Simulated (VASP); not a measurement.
BaTiO3:

```
Ba Ti O
1.0
     2.82737    1.63238    2.31839
    -2.82737    1.63238    2.31839
     0.00000   -3.26476    2.31839
Ba Ti O
1 1 3
Direct
  0.00000 0.00000 0.00000
  0.48450 0.48450 0.48450
  0.50860 0.01750 0.50860
  0.01750 0.50860 0.50860
  0.50860 0.50860 0.01750
```

* Program: VASP 6.6.1
* Task: relaxation of cell and atoms
* Functional: RPBE
* Dispersion: D3(BJ)
* Potentials or basis: VASP PAW PBE potentials, release 64 (Ba_sv, Ti_sv, O)
* Cutoff: 600 eV
* k mesh: 7 × 7 × 7
* Occupations: fermi-dirac, width 0.05 eV
* Spin: no spin polarisation

At the start: pressure -15.0 GPa; volume 12.84 Å³/atom.

Question: How do energy, volume and symmetry change on relaxing?

Answer: Over 16 steps the energy falls by 73.6 meV/atom and the volume is 11.61 Å³/atom (-9.6 %); space group Pm-3m (No. 221, to 0.05 Å).

The path:
```csv
step,energy change (eV),largest force (eV/Å),pressure (GPa),volume (Å³)
1,0.0000,0.2700,-15.04,64.20
2,0.0822,2.0091,25.23,53.64
3,-0.2759,1.1143,0.19,58.92
4,-0.3471,0.3163,1.18,57.94
5,-0.3477,0.2525,1.44,57.83
6,-0.3561,0.1530,-1.62,58.57
7,-0.3561,0.1572,-1.52,58.53
8,-0.3633,0.1407,-0.67,58.29
9,-0.3654,0.1349,0.14,58.07
10,-0.3672,0.0801,0.12,58.05
11,-0.3679,0.0281,0.13,58.04
12,-0.3681,0.0075,-0.18,58.12
13,-0.3681,0.0112,-0.14,58.11
14,-0.3681,0.0125,-0.17,58.10
15,-0.3681,0.0083,0.16,58.03
16,-0.3681,0.0066,0.07,58.07
```

Final structure:
```
Ba Ti O
1.0
     2.73807    1.58083    2.23592
    -2.73807    1.58083    2.23592
     0.00000   -3.16165    2.23592
Ba Ti O
1 1 3
Direct
  0.00375 0.00375 0.00375
  0.50348 0.50348 0.50348
  0.50402 0.00393 0.50402
  0.00393 0.50402 0.50402
  0.50402 0.50402 0.00393
```

Caveat: the PAW data sets were made with another functional, which shifts forces and pressure a little.
